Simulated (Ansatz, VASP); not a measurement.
**GaN: VASP beside Ansatz**

Contents of INCAR:

```
SYSTEM = GaN
  ALGO = Normal
  EDIFF = 1E-7
  ENCUT = 520
  GGA = PS
  ISIF = 2
  ISMEAR = -1
  IVDW = 12
  LASPH = .True.
  LCHARG = .False.
  LREAL = .False.
  LWAVE = .False.
  NBANDS = 16
  NELM = 60
  PREC = Accurate
  SIGMA = 0.05
```

File KPOINTS:

```
k-points
0
Gamma
  10 10 10
  0 0 0
```

The input POSCAR:

```
GaN
1.0
    0.0000000000      2.2383759866      2.2383759866
    2.2383759866      0.0000000000      2.2383759866
    2.2383759866      2.2383759866      0.0000000000
Ga N
1 1
Direct
    0.0000000000      0.0000000000      0.0000000000
    0.2500000000      0.2500000000      0.2500000000
```

The input input.yaml:

```yaml
crystal:
  lattice:
    - [0.0, 2.2383759866, 2.2383759866]
    - [2.2383759866, 0.0, 2.2383759866]
    - [2.2383759866, 2.2383759866, 0.0]
  atoms:
    - { symbol: Ga, position: [0.0, 0.0, 0.0] }
    - { symbol: "N", position: [0.25, 0.25, 0.25] }
hamiltonian:
  xc: pbesol
  pseudopotentials: { kind: paw }
  dispersion: d3bj
kpoints:
  mp_grid: { grid: [10, 10, 10] }
scf:
  occupations: { method: fermi_dirac, width: 0.05 }
output:
  forces: true
  stress: true
  eigenvalues: true
```

Alike in both runs: task single point; functional PBEsol; dispersion D3(BJ); k mesh 10 × 10 × 10; occupations fermi-dirac, width 0.05 eV; no spin polarisation.

```csv
,VASP,Ansatz
version,VASP 6.6.1,Ansatz 0.2.0
potentials or method,"VASP PAW PBE potentials, release 64 (Ga_d, N)",Ansatz PAW
plane-wave cutoff (eV),520,420
valence electrons in the cell,18,18
```

```tsv
	VASP	Ansatz	Ansatz less VASP
gap on the k mesh at the Fermi level (eV)	1.81	1.79	-0.021
least direct gap on the mesh (eV)	1.81	1.79	-0.021
pressure (GPa)	-0.7	-0.5	+0.23
```

VASP's potentials were made for PBE, not for PBEsol.
